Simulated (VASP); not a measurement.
# HgTe (Imm2) in VASP: single point with PBE

Aim: the single point of HgTe with PBE.

Everything below comes from runs of VASP 6.6.1. Logs are shortened: lines on timing, memory, paths and dates and some standing lists are left out, and cuts for length are marked.

## 1. The cell of the first run

It takes space group Imm2 (No. 44, orthorhombic). The conventional cell has a = 4.702 Å, b = 4.702 Å, c = 6.650 Å, α = 90.00°, β = 90.00°, γ = 90.00°. Within 3.7 Å of Hg (site symmetry mm2) lie 4 Te at 2.78 to 2.98 Å. Te (site symmetry mm2) has 4 Hg at 2.78 to 2.98 Å within 3.7 Å.

## 2. Single point, PBE (atoms displaced along a vibrational mode)

The input, INCAR:

```
PREC = Accurate
ENCUT = 520
EDIFF = 1E-6
ISMEAR = 0
SIGMA = 0.15
LREAL = False
LASPH = True
NELM = 80
ALGO = Normal
ISIF = 2
LWAVE = False
LCHARG = False
GGA = PE
NBANDS = 16
```

The input, KPOINTS:

```
regular mesh
0
Gamma
  16 16 16
```

The input, POSCAR:

```
HgTe
1.0
    0.0000000000      3.3247980866      3.3247980866
    3.3247980866      0.0000000000      3.3247980866
    3.3247980866      3.3247980866      0.0000000000
Hg Te
1 1
Direct
   -0.0100445641     -0.0100445641      0.0100445641
    0.7657904326      0.7657904326      0.7342095674
```

Potentials or basis: VASP PAW PBE potentials, release 64 (Hg, Te).

Launch:

```
cat potpaw_PBE.64/Hg/POTCAR potpaw_PBE.64/Te/POTCAR > POTCAR
mpirun -np 1 vasp_std > vasp.out
```

OUTCAR:

```text
PREC = Accurate
   ENCUT = 520
   EDIFF = 1E-6
   ISMEAR = 0
   LREAL = False
   LASPH = True
   NELM = 80
   ISIF = 2
   GGA = PE

 ion  position               nearest neighbor table
   1  0.990  0.990  0.010-   2 2.78   2 2.78   2 2.98   2 2.98
   2  0.766  0.766  0.734-   1 2.78   1 2.78   1 2.98   1 2.98

  LATTYP: Found a face centered cubic cell.
 ALAT       =     6.6495961732

  Lattice vectors:

 A1 = (   0.0000000000,   3.3247980866,   3.3247980866)
 A2 = (   3.3247980866,   0.0000000000,   3.3247980866)
 A3 = (   3.3247980866,   3.3247980866,   0.0000000000)

Analysis of symmetry for initial positions (statically):
=====================================================================
 Subroutine PRICEL returns:
 Original cell was already a primitive cell.

 Routine SETGRP: Setting up the symmetry group for a
 face centered cubic supercell.

 Subroutine GETGRP returns: Found  4 space group operations
 (whereof  4 operations were pure point group operations)
 out of a pool of 48 trial point group operations.

The static configuration has the point symmetry C_2v.

Analysis of symmetry for dynamics (positions and initial velocities):
=====================================================================
 Subroutine PRICEL returns:
 Original cell was already a primitive cell.

 Routine SETGRP: Setting up the symmetry group for a
 face centered cubic supercell.

 Subroutine GETGRP returns: Found  4 space group operations
 (whereof  4 operations were pure point group operations)
 out of a pool of 48 trial point group operations.

The dynamic configuration has the point symmetry C_2v.

 Subroutine INISYM returns: Found  4 space group operations
 (whereof  4 operations are pure point group operations),
 and found     1 'primitive' translations

----------------------------------------------------------------------------------------

                                     Primitive cell

  volume of cell :      73.5065

  direct lattice vectors                    reciprocal lattice vectors
     0.000000000  3.324798087  3.324798087    -0.150385072  0.150385072  0.150385072
     3.324798087  0.000000000  3.324798087     0.150385072 -0.150385072  0.150385072
     3.324798087  3.324798087  0.000000000     0.150385072  0.150385072 -0.150385072

  length of vectors
     4.701974546  4.701974546  4.701974546     0.260474586  0.260474586  0.260474586

  position of ions in fractional coordinates (direct lattice)
     0.989955436  0.989955436  0.010044564
     0.765790433  0.765790433  0.734209567

  ion indices of the primitive-cell ions
   primitive index   ion index
                 1           1
                 2           2

----------------------------------------------------------------------------------------

 KPOINTS: regular mesh

Automatic generation of k-mesh.
 Grid dimensions read from file:
 generate k-points for:   16   16   16

 Generating k-lattice:

  Cartesian coordinates                     Fractional coordinates (reciprocal lattice)
    -0.009399067  0.009399067  0.009399067     0.062500000  0.000000000  0.000000000
     0.009399067 -0.009399067  0.009399067     0.000000000  0.062500000  0.000000000
     0.009399067  0.009399067 -0.009399067     0.000000000  0.000000000  0.062500000

  Length of vectors
     0.016279662  0.016279662  0.016279662

  Shift w.r.t. Gamma in fractional coordinates (k-lattice)
     0.000000000  0.000000000  0.000000000

 Subroutine IBZKPT returns following result:
 ===========================================

 Found    621 irreducible k-points:

 Following reciprocal coordinates:
            Coordinates               Weight
  0.000000  0.000000  0.000000      1.000000
  0.062500  0.000000  0.000000      4.000000
  0.000000  0.000000  0.062500      4.000000
  0.125000  0.000000  0.000000      4.000000
  0.000000  0.000000  0.125000      4.000000
  0.187500  0.000000  0.000000      4.000000
[... 16 lines left out ...]
  0.062500  0.062500 -0.062500      4.000000
  0.187500  0.062500  0.000000      4.000000
 [... further k-points ...]
   k-points           NKPTS =    621   k-points in BZ     NKDIM =    621   number of bands    NBANDS=     16
   number of dos      NEDOS =    301   number of ions     NIONS =      2
   total plane-waves  NPLWV =  46656
   dimension x,y,z NGX =    36 NGY =   36 NGZ =   36
   dimension x,y,z NGXF=    72 NGYF=   72 NGZF=   72
   ions per type =               1   1
   NGX,Y,Z   is equivalent  to a cutoff of  12.73, 12.73, 12.73 a.u.
   NGXF,Y,Z  is equivalent  to a cutoff of  25.46, 25.46, 25.46 a.u.
 SYSTEM =  unknown system
   PREC   = accura    normal or accurate (medium, high low for compatibility)
   ISTART =      0    job   : 0-new  1-cont  2-samecut
   ICHARG =      2    charge: 1-file 2-atom 10-const
   ISPIN  =      1    spin polarized calculation?
   LNONCOLLINEAR =      F non collinear calculations
   LSORBIT =      F    spin-orbit coupling
   LASPH  =      T    aspherical Exc in radial PAW
   ENCUT  =  520.0 eV  38.22 Ry    6.18 a.u.   8.74  8.74  8.74*2*pi/ulx,y,z
   NELM   =     80;   NELMIN=  2; NELMDL= -5     # of ELM steps
   EDIFF  = 0.1E-05   stopping-criterion for ELM
   LREAL  =      F    real-space projection
   EDIFFG = 0.1E-04   stopping-criterion for IOM
   NSW    =      0    number of steps for IOM
   IBRION =     -1    ionic relax: 0-MD 1-quasi-New 2-CG
   NFREE  =      0    steps in history (QN), initial steepest desc. (CG)
   ISIF   =      2    stress and relaxation
   ISYM   =      2    0-nonsym 1-usesym 2-fastsym
   POTIM  = 0.5000    time-step for ionic-motion
   TEBEG  =    0.0;   TEEND  =   0.0 temperature during run
   PSTRESS=    0.0 pullay stress
   NELECT =      18.0000    total number of electrons
   NUPDOWN=      -1.0000    fix difference up-down
   EMIN   =  10.00;   EMAX   =-10.00  energy-range for DOS
   EFERMI =   0.00;   METHOD = LEGACY
   ISMEAR =     0;   SIGMA  =   0.15  broadening in eV -4-tet -1-fermi 0-gaus
   EFERMI_NEDOS =   21; number of points for ismear=-14 and -15
   IALGO  =     38    algorithm
   IMIX   =      4    mixing-type and parameters
     AMIX     =   0.40;   BMIX     =  1.00
     AMIX_MAG =   1.60;   BMIX_MAG =  1.00
  volume/ion in A,a.u.               =      36.75       248.02
  Fermi-wavevector in a.u.,A,eV,Ry     =   1.024213  1.935482 14.272685  1.049013
  Thomas-Fermi vector in A             =   2.157988
   LORBIT       =      0    0 simple, 1 ext, 2 COOP (PROOUT), +10 PAW based schemes
   GGA     = PE    functional components
   LHFCALC =     F    Hartree Fock is set to
   AEXX    =    0.0000 exact exchange contribution
   IVDW    =     0    specifies the selected vdW correction
   LEPSILON=     F    determine dielectric tensor
   LRPA    =     F    only Hartree local field effects (RPA)
 non-spin polarized calculation
 Gauss-broadening in eV      SIGMA  =   0.15
  energy-cutoff  :      520.00
  volume of cell :       73.51
 maximum number of plane-waves:      2006
   NGX = 17   NGY = 17   NGZ = 17

 number of electron      18.0000000 magnetization

 Free energy of the ion-electron system (eV)
  ---------------------------------------------------
  ext. energy  EPLUGINS =         0.00000000
  ---------------------------------------------------
  free energy    TOTEN  =        -3.61201628 eV

  energy without entropy =       -3.61172746  energy(sigma->0) =       -3.61187187

 E-fermi :   2.3906     XC(G=0):  -8.3600

 val. band max:        2.3035056456   @ k =   0.0000   0.0000   0.0000
 cond. band min:       2.5180281619   @ k =   0.0000   0.0000   0.0625
 fundamental gap:      0.2145225163
 Fermi energy:         2.3906337612

 k-point     1 :       0.0000    0.0000    0.0000
  band No.  band energies     occupation
      1      -9.2096      2.00000
      2      -4.8118      2.00000
      3      -4.6962      2.00000
      4      -4.5646      2.00000
      5      -4.2627      2.00000
      6      -4.2349      2.00000
[... 8 lines left out ...]
     15      11.5127      0.00000
     16      11.6797      0.00000

 k-point     2 :       0.0625    0.0000    0.0000
  band No.  band energies     occupation
      1      -9.1943      2.00000
      2      -4.8072      2.00000
      3      -4.6923      2.00000
      4      -4.5588      2.00000
      5      -4.2630      2.00000
      6      -4.2341      2.00000
[... 8 lines left out ...]
     15      11.2546      0.00000
     16      11.3805      0.00000

 k-point     3 :       0.0000    0.0000    0.0625
  band No.  band energies     occupation
      1      -9.1918      2.00000
      2      -4.8070      2.00000
      3      -4.6877      2.00000
      4      -4.5604      2.00000
      5      -4.2632      2.00000
      6      -4.2362      2.00000
[... 8 lines left out ...]
     15      11.2562      0.00000
     16      11.3050      0.00000

 k-point     4 :       0.1250    0.0000    0.0000
  band No.  band energies     occupation
      1      -9.1501      2.00000
      2      -4.7944      2.00000
      3      -4.6812      2.00000
      4      -4.5394      2.00000
      5      -4.2637      2.00000
      6      -4.2315      2.00000
[... 8 lines left out ...]
     15      10.9342      0.00000
     16      11.0093      0.00000

 k-point     5 :       0.0000    0.0000    0.1250
  band No.  band energies     occupation
      1      -9.1403      2.00000
      2      -4.7914      2.00000
      3      -4.6625      2.00000
      4      -4.5487      2.00000
      5      -4.2643      2.00000
      6      -4.2400      2.00000
[... 8 lines left out ...]
     15      10.8989      0.00000
     16      10.9324      0.00000

 k-point     6 :       0.1875    0.0000    0.0000
  band No.  band energies     occupation
      1      -9.0828      2.00000
      2      -4.7756      2.00000
      3      -4.6652      2.00000
      4      -4.5004      2.00000
      5      -4.2639      2.00000
      6      -4.2261      2.00000
[... 8 lines left out ...]
     15      10.7724      0.00000
     16      10.7775      0.00000
[... 267 lines left out ...]
 k-point    21 :       0.0000    0.1250    0.0625
  band No.  band energies     occupation
      1      -9.1532      2.00000
      2      -4.7978      2.00000
      3      -4.6769      2.00000
      4      -4.5451      2.00000
      5      -4.2664      2.00000
      6      -4.2296      2.00000
[... 8 lines left out ...]
     15      10.5449      0.00000
     16      11.4090      0.00000

 k-point    22 :       0.0625    0.0000    0.1250
  band No.  band energies     occupation
      1      -9.1459      2.00000
      2      -4.7951      2.00000
      3      -4.6641      2.00000
      4      -4.5509      2.00000
      5      -4.2671      2.00000
      6      -4.2360      2.00000
[... 8 lines left out ...]
     15      10.5123      0.00000
     16      11.3643      0.00000

 k-point    23 :       0.0625    0.0625   -0.0625
  band No.  band energies     occupation
      1      -9.1499      2.00000
      2      -4.7908      2.00000
      3      -4.6774      2.00000
      4      -4.5436      2.00000
      5      -4.2593      2.00000
      6      -4.2420      2.00000
[... 8 lines left out ...]
     15      10.5034      0.00000
     16      11.4222      0.00000

 k-point    24 :       0.1875    0.0625    0.0000
  band No.  band energies     occupation
      1      -9.0919      2.00000
      2      -4.7723      2.00000
      3      -4.6668      2.00000
      4      -4.5092      2.00000
      5      -4.2578      2.00000
      6      -4.2390      2.00000
[... 8 lines left out ...]
     15      10.3362      0.00000
     16      11.2106      0.00000

 [... further k-points ...]
[... 5 lines left out ...]
  --------------------------------------------------------------------------------------
  -------------------------------------------------------------------------------------
  Total        0.2479602      0.2479602      0.1075603      0.6231988      0.0000000      0.0000000
  in kB        5.4046397      5.4046397      2.3444281     13.5834906      0.0000000      0.0000000
  external PRESSURE =       4.3845691 kB  Pullay stress =       0.0000000 kB

 VOLUME and BASIS-vectors are now :
 -----------------------------------------------------------------------------
  energy-cutoff  :      520.00
  volume of cell :       73.51
      direct lattice vectors                 reciprocal lattice vectors
     0.000000000  3.324798087  3.324798087    -0.150385072  0.150385072  0.150385072
     3.324798087  0.000000000  3.324798087     0.150385072 -0.150385072  0.150385072
     3.324798087  3.324798087  0.000000000     0.150385072  0.150385072 -0.150385072

 POSITION                                       TOTAL-FORCE (eV/Angst)
 -----------------------------------------------------------------------------------
      3.32480      3.32480      6.58280        -0.000000     -0.000000      0.463457
      4.98720      4.98720      5.09220         0.000000      0.000000     -0.463457
 -----------------------------------------------------------------------------------
    total drift:                                0.000000      0.000000      0.000029

  FREE ENERGIE OF THE ION-ELECTRON SYSTEM (eV)
  ---------------------------------------------------
  free  energy   TOTEN  =        -3.6120162767 eV

  energy  without entropy=       -3.6117274557  energy(sigma->0) =       -3.61187187
```

Wall time 3.1 min (1 thread of Intel Xeon 6975P-C (Granite Rapids), shared host); peak memory 0.82 GiB.

Results:

```
Free energy   : -3.6120 eV
Pressure      : 0.4 GPa
Largest force : 0.463 eV/Å
```

Forces on the atoms (eV/Å):
```
Hg   0.000  0.000  0.463
Te   0.000  0.000 -0.463
```

Caveat: the cell differs from its parent crystal (atoms displaced along a vibrational mode); spin-orbit coupling is left out, which moves the levels of the heavy elements.
